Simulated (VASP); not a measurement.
Here is a VASP 6.6.1 calculation.

Contents of INCAR:

```
ALGO = Normal ; EDIFF = 1E-7
EDIFFG = -0.01 ; ENCUT = 600
GGA = PE ; IBRION = 2
ISIF = 3 ; ISMEAR = 0
LASPH = True ; LCHARG = False
LREAL = False ; LWAVE = False
NELM = 80 ; NSW = 100
PREC = Accurate ; SIGMA = 0.1
```

Contents of KPOINTS:

```
k-points
0
Gamma
  6 6 6
```

The input POSCAR:

```
In3SbTe2
1.0
    6.0084838144      0.0000000000      0.0000000000
   -3.0042419072      5.2034996215      0.0000000000
    0.0000000000      0.0000000000      6.2542508434
In Sb Te
3 1 2
Direct
    0.5000000000      0.0000000000      0.8446924192
    0.0000000000      0.5000000000      0.8446924192
    0.5000000000      0.5000000000      0.8446924192
    0.0000000000      0.0000000000      0.2225071884
    0.3333333333      0.6666666667      0.3045104869
    0.6666666667      0.3333333333      0.3045104869
```

Potentials or basis: VASP PAW PBE potentials, release 64 (In_d, Sb, Te).

Run with:

```sh
$ cat potpaw_PBE.64/In_d/POTCAR potpaw_PBE.64/Sb/POTCAR potpaw_PBE.64/Te/POTCAR > POTCAR
$ mpirun -np 1 vasp_std > vasp.out
```

Estimate the space group after relaxing (to 0.1 Å).

P6mm (No. 183).

Estimate the band gap on the k mesh.

zero (bands 28 and 29 overlap by 1.00 eV).

Final structure:
```
CELL_PARAMETERS angstrom
6.06814 0.00000 0.00000
-3.03407 5.25516 0.00000
0.00000 0.00000 6.06657
ATOMIC_POSITIONS crystal
In 0.50000 0.00000 0.83888
In 0.00000 0.50000 0.83888
In 0.50000 0.50000 0.83888
Sb 0.00000 0.00000 0.23361
Te 0.33333 0.66667 0.30768
Te 0.66667 0.33333 0.30768
```

Caveat: spin-orbit coupling is left out, which moves the levels of the heavy elements.
